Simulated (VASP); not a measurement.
# PbSe (Fm-3m) in VASP: notebook

The runs below take PbSe through single point, with PBEsol+D3(BJ), r2SCAN-based global hybrid with 15 % exact exchange, PBE0, PBE.

All numbers are computed with VASP 6.6.1; they aren't measurements. Logs are shortened: lines on timing, memory, paths and dates and some standing lists are left out, and cuts for length are marked.

### 1 The cell of the first run

It takes space group Fm-3m (No. 225, cubic). The conventional cell has a = 6.121 Å, b = 6.121 Å, c = 6.121 Å, α = 90.00°, β = 90.00°, γ = 90.00°. Within 4.0 Å of Pb (site symmetry m-3m) lie 6 Se at 3.06 Å. Within 4.0 Å of Se (site symmetry m-3m) lie 6 Pb at 3.06 Å.

### 2 Single point, PBEsol+D3(BJ)

Contents of INCAR:

```
  PREC = Accurate
  ENCUT = 520
  EDIFF = 1E-6
  ISMEAR = -1
  SIGMA = 0.05
  LREAL = F
  LASPH = T
  NELM = 80
  ALGO = Normal
  ISIF = 2
  LWAVE = F
  LCHARG = F
  GGA = PS
  IVDW = 12
  NBANDS = 17
```

Contents of KPOINTS:

```
Automatic mesh
0
Gamma
  8 8 8
```

Contents of POSCAR:

```
PbSe
1.0
    0.0000000000      3.0606500000      3.0606500000
    3.0606500000      0.0000000000      3.0606500000
    3.0606500000      3.0606500000      0.0000000000
Pb Se
1 1
Direct
    0.0000000000      0.0000000000      0.0000000000
    0.5000000000      0.5000000000      0.5000000000
```

Potentials or basis: VASP PAW PBE potentials, release 64 (Pb_d, Se).

Launch:

```bash
$ cat potpaw_PBE.64/Pb_d/POTCAR potpaw_PBE.64/Se/POTCAR > POTCAR
$ mpirun -np 1 vasp_std > vasp.out
```

OUTCAR:

```text
PREC = Accurate
   ENCUT = 520
   EDIFF = 1E-6
   ISMEAR = -1
   LREAL = F
   LASPH = T
   NELM = 80
   ISIF = 2
   GGA = PS
   IVDW = 12
 IVDW          = 12

 ion  position               nearest neighbor table
   1  0.000  0.000  0.000-   2 3.06   2 3.06   2 3.06   2 3.06   2 3.06   2 3.06
   2  0.500  0.500  0.500-   1 3.06   1 3.06   1 3.06   1 3.06   1 3.06   1 3.06

  LATTYP: Found a face centered cubic cell.
 ALAT       =     6.1213000000

  Lattice vectors:

 A1 = (   0.0000000000,   3.0606500000,   3.0606500000)
 A2 = (   3.0606500000,   0.0000000000,   3.0606500000)
 A3 = (   3.0606500000,   3.0606500000,   0.0000000000)

Analysis of symmetry for initial positions (statically):
=====================================================================
 Subroutine PRICEL returns:
 Original cell was already a primitive cell.

 Routine SETGRP: Setting up the symmetry group for a
 face centered cubic supercell.

 Subroutine GETGRP returns: Found 48 space group operations
 (whereof 48 operations were pure point group operations)
 out of a pool of 48 trial point group operations.

The static configuration has the point symmetry O_h .

Analysis of symmetry for dynamics (positions and initial velocities):
=====================================================================
 Subroutine PRICEL returns:
 Original cell was already a primitive cell.

 Routine SETGRP: Setting up the symmetry group for a
 face centered cubic supercell.

 Subroutine GETGRP returns: Found 48 space group operations
 (whereof 48 operations were pure point group operations)
 out of a pool of 48 trial point group operations.

The dynamic configuration has the point symmetry O_h .

 Subroutine INISYM returns: Found 48 space group operations
 (whereof 48 operations are pure point group operations),
 and found     1 'primitive' translations

----------------------------------------------------------------------------------------

                                     Primitive cell

  volume of cell :      57.3418

  direct lattice vectors                    reciprocal lattice vectors
     0.000000000  3.060650000  3.060650000    -0.163363991  0.163363991  0.163363991
     3.060650000  0.000000000  3.060650000     0.163363991 -0.163363991  0.163363991
     3.060650000  3.060650000  0.000000000     0.163363991  0.163363991 -0.163363991

  length of vectors
     4.328412740  4.328412740  4.328412740     0.282954733  0.282954733  0.282954733

  position of ions in fractional coordinates (direct lattice)
     0.000000000  0.000000000  0.000000000
     0.500000000  0.500000000  0.500000000

  ion indices of the primitive-cell ions
   primitive index   ion index
                 1           1
                 2           2

----------------------------------------------------------------------------------------

 KPOINTS: Automatic mesh

Automatic generation of k-mesh.
 Grid dimensions read from file:
 generate k-points for:    8    8    8

 Generating k-lattice:

  Cartesian coordinates                     Fractional coordinates (reciprocal lattice)
    -0.020420499  0.020420499  0.020420499     0.125000000  0.000000000  0.000000000
     0.020420499 -0.020420499  0.020420499     0.000000000  0.125000000  0.000000000
     0.020420499  0.020420499 -0.020420499     0.000000000  0.000000000  0.125000000

  Length of vectors
     0.035369342  0.035369342  0.035369342

  Shift w.r.t. Gamma in fractional coordinates (k-lattice)
     0.000000000  0.000000000  0.000000000

 Subroutine IBZKPT returns following result:
 ===========================================

 Found     29 irreducible k-points:

 Following reciprocal coordinates:
            Coordinates               Weight
  0.000000  0.000000  0.000000      1.000000
  0.125000  0.000000  0.000000      8.000000
  0.250000  0.000000  0.000000      8.000000
  0.375000  0.000000  0.000000      8.000000
  0.500000  0.000000  0.000000      4.000000
  0.125000  0.125000  0.000000      6.000000
[... 16 lines left out ...]
  0.500000  0.250000  0.125000     48.000000
 -0.375000  0.250000  0.125000     24.000000
 [... further k-points ...]
   k-points           NKPTS =     29   k-points in BZ     NKDIM =     29   number of bands    NBANDS=     17
   number of dos      NEDOS =    301   number of ions     NIONS =      2
   total plane-waves  NPLWV =  32768
   dimension x,y,z NGX =    32 NGY =   32 NGZ =   32
   dimension x,y,z NGXF=    64 NGYF=   64 NGZF=   64
   ions per type =               1   1
   NGX,Y,Z   is equivalent  to a cutoff of  12.29, 12.29, 12.29 a.u.
   NGXF,Y,Z  is equivalent  to a cutoff of  24.58, 24.58, 24.58 a.u.
 SYSTEM =  unknown system
   PREC   = accura    normal or accurate (medium, high low for compatibility)
   ISTART =      0    job   : 0-new  1-cont  2-samecut
   ICHARG =      2    charge: 1-file 2-atom 10-const
   ISPIN  =      1    spin polarized calculation?
   LNONCOLLINEAR =      F non collinear calculations
   LSORBIT =      F    spin-orbit coupling
   LASPH  =      T    aspherical Exc in radial PAW
   ENCUT  =  520.0 eV  38.22 Ry    6.18 a.u.   8.05  8.05  8.05*2*pi/ulx,y,z
   NELM   =     80;   NELMIN=  2; NELMDL= -5     # of ELM steps
   EDIFF  = 0.1E-05   stopping-criterion for ELM
   LREAL  =      F    real-space projection
   EDIFFG = 0.1E-04   stopping-criterion for IOM
   NSW    =      0    number of steps for IOM
   IBRION =     -1    ionic relax: 0-MD 1-quasi-New 2-CG
   NFREE  =      0    steps in history (QN), initial steepest desc. (CG)
   ISIF   =      2    stress and relaxation
   ISYM   =      2    0-nonsym 1-usesym 2-fastsym
   POTIM  = 0.5000    time-step for ionic-motion
   TEBEG  =    0.0;   TEEND  =   0.0 temperature during run
   PSTRESS=    0.0 pullay stress
   NELECT =      20.0000    total number of electrons
   NUPDOWN=      -1.0000    fix difference up-down
   EMIN   =  10.00;   EMAX   =-10.00  energy-range for DOS
   EFERMI =   0.00;   METHOD = LEGACY
   ISMEAR =    -1;   SIGMA  =   0.05  broadening in eV -4-tet -1-fermi 0-gaus
   EFERMI_NEDOS =   21; number of points for ismear=-14 and -15
   IALGO  =     38    algorithm
   IMIX   =      4    mixing-type and parameters
     AMIX     =   0.40;   BMIX     =  1.00
     AMIX_MAG =   1.60;   BMIX_MAG =  1.00
  volume/ion in A,a.u.               =      28.67       193.48
  Fermi-wavevector in a.u.,A,eV,Ry     =   1.152377  2.177676 18.068159  1.327972
  Thomas-Fermi vector in A             =   2.289028
   LORBIT       =      0    0 simple, 1 ext, 2 COOP (PROOUT), +10 PAW based schemes
   GGA     = PS    functional components
   LHFCALC =     F    Hartree Fock is set to
   AEXX    =    0.0000 exact exchange contribution
   IVDW    =    12    specifies the selected vdW correction
   LEPSILON=     F    determine dielectric tensor
   LRPA    =     F    only Hartree local field effects (RPA)
 non-spin polarized calculation
  energy-cutoff  :      520.00
  volume of cell :       57.34
 maximum number of plane-waves:      1572
   NGX = 17   NGY = 17   NGZ = 17

 number of electron      20.0000000 magnetization

 Free energy of the ion-electron system (eV)
  ---------------------------------------------------
  ext. energy  EPLUGINS =         0.00000000
  ---------------------------------------------------
  free energy    TOTEN  =        -8.91714664 eV

  energy without entropy =       -8.91658513  energy(sigma->0) =       -8.91686588

 E-fermi :   5.0107     XC(G=0):  -9.7195

 val. band max:        4.9090623956   @ k =   0.5000   0.0000   0.0000
 cond. band min:       5.1122947148   @ k =   0.5000   0.0000   0.0000
 fundamental gap:      0.2032323191
 Fermi energy:         5.0107090346

 k-point     1 :       0.0000    0.0000    0.0000
  band No.  band energies     occupation
      1     -11.8352      2.00000
      2     -11.8352      2.00000
      3     -11.8352      2.00000
      4     -11.8336      2.00000
      5     -11.8336      2.00000
      6      -8.6969      2.00000
[... 9 lines left out ...]
     16      11.3587      0.00000
     17      12.9125      0.00000

 k-point     2 :       0.1250    0.0000    0.0000
  band No.  band energies     occupation
      1     -11.8377      2.00000
      2     -11.8377      2.00000
      3     -11.8347      2.00000
      4     -11.8300      2.00000
      5     -11.8300      2.00000
      6      -8.5777      2.00000
[... 9 lines left out ...]
     16      11.7042      0.00000
     17      14.0632      0.00000

 k-point     3 :       0.2500    0.0000    0.0000
  band No.  band energies     occupation
      1     -11.8464      2.00000
      2     -11.8464      2.00000
      3     -11.8335      2.00000
      4     -11.8181      2.00000
      5     -11.8181      2.00000
      6      -8.2500      2.00000
[... 9 lines left out ...]
     16      12.5729      0.00000
     17      15.9886      0.00000

 k-point     4 :       0.3750    0.0000    0.0000
  band No.  band energies     occupation
      1     -11.8552      2.00000
      2     -11.8552      2.00000
      3     -11.8327      2.00000
      4     -11.8062      2.00000
      5     -11.8062      2.00000
      6      -7.8354      2.00000
[... 9 lines left out ...]
     16      13.8757      0.00000
     17      16.2768      0.00000

 k-point     5 :       0.5000    0.0000    0.0000
  band No.  band energies     occupation
      1     -11.8588      2.00000
      2     -11.8588      2.00000
      3     -11.8324      2.00000
      4     -11.8012      2.00000
      5     -11.8012      2.00000
      6      -7.6199      2.00000
[... 9 lines left out ...]
     16      15.0357      0.00000
     17      15.0357      0.00000

 k-point     6 :       0.1250    0.1250    0.0000
  band No.  band energies     occupation
      1     -11.8441      2.00000
      2     -11.8380      2.00000
      3     -11.8308      2.00000
      4     -11.8289      2.00000
      5     -11.8289      2.00000
      6      -8.5360      2.00000
[... 9 lines left out ...]
     16      12.3629      0.00000
     17      13.5919      0.00000

 k-point     7 :       0.2500    0.1250    0.0000
  band No.  band energies     occupation
      1     -11.8574      2.00000
      2     -11.8380      2.00000
      3     -11.8353      2.00000
      4     -11.8215      2.00000
      5     -11.8165      2.00000
      6      -8.2730      2.00000
[... 9 lines left out ...]
     16      13.2578      0.00000
     17      14.8737      0.00000

 k-point     8 :       0.3750    0.1250    0.0000
  band No.  band energies     occupation
      1     -11.8689      2.00000
      2     -11.8441      2.00000
      3     -11.8340      2.00000
      4     -11.8138      2.00000
      5     -11.8045      2.00000
      6      -7.8766      2.00000
[... 9 lines left out ...]
     16      14.4654      0.00000
     17      16.1592      0.00000
[... 203 lines left out ...]
      1     -11.9493      2.00000
      2     -11.8488      2.00000
      3     -11.8196      2.00000
      4     -11.7946      2.00000
      5     -11.7923      2.00000
      6      -7.3055      2.00000
[... 9 lines left out ...]
     16      16.3128      0.00000
     17      16.6532      0.00000

 k-point    20 :      -0.3750    0.3750    0.0000
  band No.  band energies     occupation
      1     -11.9316      2.00000
      2     -11.8376      2.00000
      3     -11.8294      2.00000
      4     -11.8022      2.00000
      5     -11.7956      2.00000
      6      -7.2545      2.00000
[... 9 lines left out ...]
     16      15.1303      0.00000
     17      17.1152      0.00000

 k-point    21 :       0.5000    0.5000    0.0000
  band No.  band energies     occupation
      1     -11.9658      2.00000
      2     -11.8540      2.00000
      3     -11.8142      2.00000
      4     -11.7894      2.00000
      5     -11.7894      2.00000
      6      -7.2434      2.00000
[... 9 lines left out ...]
     16      16.4627      0.00000
     17      17.5419      0.00000

 k-point    22 :       0.3750    0.2500    0.1250
  band No.  band energies     occupation
      1     -11.8747      2.00000
      2     -11.8378      2.00000
      3     -11.8366      2.00000
      4     -11.8135      2.00000
      5     -11.8094      2.00000
      6      -7.9691      2.00000
[... 9 lines left out ...]
     16      14.3464      0.00000
     17      14.8976      0.00000

 k-point    23 :       0.5000    0.2500    0.1250
  band No.  band energies     occupation
      1     -11.8876      2.00000
      2     -11.8428      2.00000
      3     -11.8311      2.00000
      4     -11.8106      2.00000
      5     -11.8027      2.00000
      6      -7.6034      2.00000
[... 9 lines left out ...]
     16      14.7870      0.00000
     17      15.9000      0.00000

 k-point    24 :      -0.3750    0.2500    0.1250
  band No.  band energies     occupation
      1     -11.8923      2.00000
      2     -11.8460      2.00000
      3     -11.8245      2.00000
      4     -11.8142      2.00000
      5     -11.7988      2.00000
      6      -7.4239      2.00000
[... 9 lines left out ...]
     16      15.7125      0.00000
     17      15.7472      0.00000

 [... further k-points ...]

------------------------ aborting loop because EDIFF is reached ----------------------------------------

 Edisp (eV)   -0.71579

 E8    (eV) :    -0.4933

  FORCE on cell =-STRESS in cart. coord.  units (eV):
  Direction    XX          YY          ZZ          XY          YZ          ZX
  --------------------------------------------------------------------------------------
  -------------------------------------------------------------------------------------
  Total      -0.91503    -0.91503    -0.91503     0.00000     0.00000     0.00000
  in kB     -25.56666   -25.56666   -25.56666     0.00000     0.00000     0.00000
  external pressure =      -25.57 kB  Pullay stress =        0.00 kB

 VOLUME and BASIS-vectors are now :
 -----------------------------------------------------------------------------
  energy-cutoff  :      520.00
  volume of cell :       57.34
      direct lattice vectors                 reciprocal lattice vectors
     0.000000000  3.060650000  3.060650000    -0.163363991  0.163363991  0.163363991
     3.060650000  0.000000000  3.060650000     0.163363991 -0.163363991  0.163363991
     3.060650000  3.060650000  0.000000000     0.163363991  0.163363991 -0.163363991

 POSITION                                       TOTAL-FORCE (eV/Angst)
 -----------------------------------------------------------------------------------
      0.00000      0.00000      0.00000        -0.000000     -0.000000     -0.000000
      3.06065      3.06065      3.06065         0.000000      0.000000      0.000000
 -----------------------------------------------------------------------------------
    total drift:                                0.000000     -0.000000     -0.000000

  FREE ENERGIE OF THE ION-ELECTRON SYSTEM (eV)
  ---------------------------------------------------
  free  energy   TOTEN  =        -9.6329412011 eV

  energy  without entropy=       -9.6323796981  energy(sigma->0) =       -9.63266045
```

Wall time 24 s (1 thread of Intel Xeon Platinum 8488C (Sapphire Rapids), shared host); peak memory 0.19 GiB.

What came out:

```yaml
Free_energy: -9.6329 eV
Pressure: -2.6 GPa
Band_gap_on_the_k_mesh: 0.20 eV
Dispersion_energy_per_atom: -0.358 eV
```

Levels at points of the mesh, in eV from the valence-band top:
```csv
k point,band 8,band 9,band 10,band 11,band 12,band 13
"(0.00, 0.00, 0.00)",-1.87,-1.87,-1.87,4.68,4.68,4.68
"(0.50, 0.00, 0.00)",-1.46,-1.46,0.00,0.20,1.65,1.65
"(0.50, 0.50, 0.00)",-5.02,-3.25,-3.25,3.58,5.58,5.58
```

Caveat: three body term missing; the PAW data sets were made with another functional, which shifts forces and pressure a little; spin-orbit coupling is left out, which moves the levels of the heavy elements. A k mesh can miss the band edges.

(Continued in part 2 of 2.)
